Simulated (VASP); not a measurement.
Input of a VASP 6.6.1 run:

INCAR

```
SYSTEM = Zr2TeSe
  PREC = Accurate
  ENCUT = 520
  EDIFF = 1E-6
  ISMEAR = 0
  SIGMA = 0.1
  LREAL = .FALSE.
  LASPH = .TRUE.
  NELM = 100
  ALGO = Normal
  ISIF = 2
  LWAVE = .FALSE.
  LCHARG = .FALSE.
  GGA = PE
  NBANDS = 26
```

Contents of KPOINTS:

```
Automatic mesh
0
G
  12 12 6
  0 0 0
```

File POSCAR:

```
Zr2TeSe
1.0
    3.6304654768      0.0000000000      0.0000000000
   -1.8152327384      3.1440753305      0.0000000000
    0.0000000000      0.0000000000      7.7123783088
Zr Te Se
2 1 1
Direct
    0.6666666667      0.3333333333      0.2343345514
    0.6666666667      0.3333333333      0.7656654486
    0.0000000000      0.0000000000      0.5000000000
    0.3333333333      0.6666666667      0.0000000000
```

Potentials or basis: VASP PAW PBE potentials, release 64 (Zr_sv, Te, Se).

The run is started by

```bash
$ cat potpaw_PBE.64/Zr_sv/POTCAR potpaw_PBE.64/Te/POTCAR potpaw_PBE.64/Se/POTCAR > POTCAR
$ mpirun -np 1 vasp_std > vasp.out
```

**Question.** What does it give for the pressure?

**Answer.** 0.1 GPa.

**Question.** What does it give for the band gap on the k mesh?

**Answer.** Zero (band 18 reaches 9.91 eV, above the bottom of band 19 at 9.36 eV).

Forces in eV/Å, atoms in the order of the input:
```
Zr   0.000  0.000  0.007
Zr   0.000  0.000 -0.007
Te   0.000  0.000  0.000
Se   0.000  0.000  0.000
```

Caveat: spin-orbit coupling is left out, which moves the levels of the heavy elements.
